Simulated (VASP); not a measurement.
# O (C2/m) in VASP: a series of runs, part 2 of 2

VASP 6.6.1. The steps go on from the part before.

## Step 5: Single point, LDA

This run uses another cell than the first one, of 16.60 Å³/atom, 0.960 times its volume.

INCAR

```
SYSTEM = O
PREC = Accurate
ENCUT = 520
EDIFF = 1E-7
ISMEAR = -1
SIGMA = 0.05
LREAL = .FALSE.
LASPH = .TRUE.
NELM = 100
ALGO = Normal
ISIF = 2
LWAVE = .FALSE.
LCHARG = .FALSE.
NBANDS = 13
```

KPOINTS

```
Automatic mesh
0
G
  10 10 7
  0 0 0
```

POSCAR

```
O
1.0
    2.8128656582     -1.6399481055      0.0000000000
    2.8128656582      1.6399481055      0.0000000000
   -2.3621294444      0.0000000000      3.5977596782
O
2
Direct
    0.9745461700      0.9745461700      0.8444259800
    0.0254538300      0.0254538300      0.1555740200
```

Potentials or basis: VASP PAW LDA potentials, release 64 (O).

On the command line:

```bash
$ cat potpaw_LDA.64/O/POTCAR > POTCAR
$ mpirun -np 1 vasp_std > vasp.out
```

OUTCAR:

```text
SYSTEM = O
   PREC = Accurate
   ENCUT = 520
   EDIFF = 1E-7
   ISMEAR = -1
   LREAL = .FALSE.
   LASPH = .TRUE.
   NELM = 100
   ISIF = 2

 ion  position               nearest neighbor table
   1  0.975  0.975  0.844-   2 1.21
   2  0.025  0.025  0.156-   1 1.21

  LATTYP: Found a base centered monoclinic cell.
 ALAT       =     5.6257313164
 B/A-ratio  =     0.5830168607
 C/A-ratio  =     0.7650377976
 COS(beta)  =    -0.5488350190

  Lattice vectors:
[... 559 lines left out ...]
      5      -8.6778      2.00000
      6      -1.8460      1.08314
      7      -1.5217      0.00359
      8       7.1107      0.00000
      9       8.8408      0.00000
     10       9.4729      0.00000
     11      11.2021      0.00000
     12      13.5290      0.00000
     13      15.9758      0.00000

 [... further k-points ...]
[... 5 lines left out ...]
  --------------------------------------------------------------------------------------
  -------------------------------------------------------------------------------------
  Total       -0.2756155     -1.2556398      0.3779931      0.0000000      0.0000000     -0.3647717
  in kB      -13.3037165    -60.6086212     18.2453938      0.0000000      0.0000000    -17.6072064
  external PRESSURE =     -18.5556480 kB  Pullay stress =       0.0000000 kB

 VOLUME and BASIS-vectors are now :
 -----------------------------------------------------------------------------
  energy-cutoff  :      520.00
  volume of cell :       33.19
      direct lattice vectors                 reciprocal lattice vectors
     2.812865658 -1.639948106  0.000000000     0.177754668 -0.304887696  0.116705831
     2.812865658  1.639948106  0.000000000     0.177754668  0.304887696  0.116705831
    -2.362129444  0.000000000  3.597759678     0.000000000  0.000000000  0.277950750

 POSITION                                       TOTAL-FORCE (eV/Angst)
 -----------------------------------------------------------------------------------
      3.48789      0.00000      3.03804         0.330707      0.000000     -1.261595
     -0.22429      0.00000      0.55972        -0.330707      0.000000      1.261595
 -----------------------------------------------------------------------------------
    total drift:                                0.000000     -0.000000      0.000000

  FREE ENERGIE OF THE ION-ELECTRON SYSTEM (eV)
  ---------------------------------------------------
  free  energy   TOTEN  =       -10.0187633805 eV

  energy  without entropy=       -9.9713615803  energy(sigma->0) =       -9.99506248
```

It took 38 s on 1 thread of Intel Xeon Platinum 8488C (Sapphire Rapids), shared host; peak memory 0.17 GiB.

Results:

- Free energy: -10.0188 eV
- Pressure: -1.9 GPa
- Largest force: 1.304 eV/Å
- Band gap on the k mesh: zero (band 6 reaches -1.70 eV, above the bottom of band 7 at -2.00 eV)

Forces on the atoms (eV/Å):
```
O    0.331  0.000 -1.262
O   -0.331  0.000  1.262
```

Caveat: the standard files for N, O and F lose accuracy on very short bonds; spin is off for a triplet molecule; forces of over 1 eV/Å act on the atoms, so gaps and moduli don't describe the material at rest.

## Step 6: Single point, LDA

This run uses another cell than the first one, of 16.94 Å³/atom, 0.980 times its volume.

INCAR

```
SYSTEM = O
PREC = Accurate
ENCUT = 520
EDIFF = 1E-7
ISMEAR = -1
SIGMA = 0.05
LREAL = .False.
LASPH = .True.
NELM = 60
ALGO = Normal
ISIF = 2
LWAVE = .False.
LCHARG = .True.
GGA = CA
LELF = .True.
LVHAR = .True.
NBANDS = 13
```

KPOINTS

```
Automatic mesh
0
Gamma
  10 10 7
  0 0 0
```

POSCAR

```
O
1.0
    2.8322653448     -1.6512584499      0.0000000000
    2.8322653448      1.6512584499      0.0000000000
   -2.3784205071      0.0000000000      3.6225725980
O
2
Direct
    0.9745461700      0.9745461700      0.8444259800
    0.0254538300      0.0254538300      0.1555740200
```

Potentials or basis: VASP PAW LDA potentials, release 64 (O).

On the command line:

```bash
$ cat potpaw_LDA.64/O/POTCAR > POTCAR
$ mpirun -np 1 vasp_std > vasp.out
```

It took 52 s on 1 thread of Intel Xeon Platinum 8488C (Sapphire Rapids), shared host; peak memory 0.17 GiB.

Results (log left out):

```
Free energy            : -10.0095 eV
Pressure               : -3.0 GPa
Largest force          : 0.627 eV/Å
Band gap on the k mesh : zero (band 6 reaches -1.85 eV, above the bottom of band 7 at -2.14 eV)
```

Forces in eV/Å, atoms in the order of the input:
```
O    0.082  0.000 -0.622
O   -0.082  0.000  0.622
```

Stress tensor (GPa, compression positive):
```
-1.84  0.00 -0.43
 0.00 -5.80  0.00
-0.43  0.00 -1.49
```

Levels at points of the mesh, in eV from the Fermi level:
| k point | band 4 | band 5 | band 6 | band 7 | band 8 | band 9 |
| --- | --- | --- | --- | --- | --- | --- |
| (0.00, 0.00, 0.00) | -6.40 | -6.36 | -0.10 | 0.20 | 6.40 | 10.56 |
| (0.50, 0.00, 0.00) | -7.35 | -6.53 | -0.30 | 0.14 | 9.55 | 10.71 |
| (0.50, 0.50, 0.00) | -7.10 | -6.76 | -0.03 | 0.39 | 9.80 | 10.22 |

Caveat: the standard files for N, O and F lose accuracy on very short bonds; spin is off for a triplet molecule.

## Step 7: Summary

```csv
level,potentials or basis,cell,smearing,gap on the mesh (eV),pressure (GPa),largest force (eV/Å)
LDA,"VASP PAW LDA potentials, release 64 (O)","a = 3.301, b = 3.301, c = 4.363 Å, angles 118.3, 118.3, 60.5°, 2 atoms",gaussian 0.02 eV,none,-4.4,0.18
PBEsol,"VASP PAW PBE potentials, release 64 (O)","a = 3.301, b = 3.301, c = 4.363 Å, angles 118.3, 118.3, 60.5°, 2 atoms",gaussian 0.02 eV,none,-1.9,0.44
LDA,"VASP PAW LDA potentials, release 64 (O)","a = 3.233, b = 3.233, c = 4.274 Å, angles 118.3, 118.3, 60.5°, 2 atoms",fermi-dirac 0.05 eV,none,-0.5,2.04
LDA,"VASP PAW LDA potentials, release 64 (O)","a = 3.256, b = 3.256, c = 4.304 Å, angles 118.3, 118.3, 60.5°, 2 atoms",fermi-dirac 0.05 eV,none,-1.9,1.30
LDA,"VASP PAW LDA potentials, release 64 (O)","a = 3.278, b = 3.278, c = 4.334 Å, angles 118.3, 118.3, 60.5°, 2 atoms",fermi-dirac 0.05 eV,none,-3.0,0.63
```

Alike in all rows: task single point; no spin polarisation; k mesh 10 × 10 × 7; cutoff (eV) 520.

Caveats: the standard files for N, O and F lose accuracy on very short bonds; spin is off for a triplet molecule; forces of over 1 eV/Å act on the atoms, so gaps and moduli don't describe the material at rest (some runs); the PAW data sets were made with another functional, which shifts forces and pressure a little (some runs).

Absolute energies hang on the potentials; compare differences alone.
